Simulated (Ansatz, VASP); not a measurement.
# Mg3Zr in VASP and in Ansatz

```
Mg Zr
1.0
     4.32825    0.00000    0.00000
     0.00000    4.32825    0.00000
     0.00000    0.00000    4.32825
Mg Zr
3 1
Direct
  0.50000 0.50000 0.00000
  0.50000 0.00000 0.50000
  0.00000 0.50000 0.50000
  0.00000 0.00000 0.00000
```

Alike in both runs: task single point; functional LDA; k mesh 5 × 5 × 5; occupations gaussian, width 0.1 eV; no spin polarisation.

|  | VASP | Ansatz |
| --- | --- | --- |
| version | VASP 6.6.1 | Ansatz 0.2.0 |
| potentials or method | VASP PAW LDA potentials, release 64 (Mg, Zr_sv), cutoff 520 eV | plane waves, PAW |
| valence electrons in the cell | 18 | 42 |

```csv
,VASP,Ansatz,Ansatz less VASP
pressure (GPa),1.4,1.7,+0.27
```

LDA's correlation is that of Perdew and Zunger in VASP and of Perdew and Wang (1992) in Ansatz. VASP's potentials hold 18 valence electrons a cell and Ansatz's 42, so a difference there can come from the potentials and not from the codes.
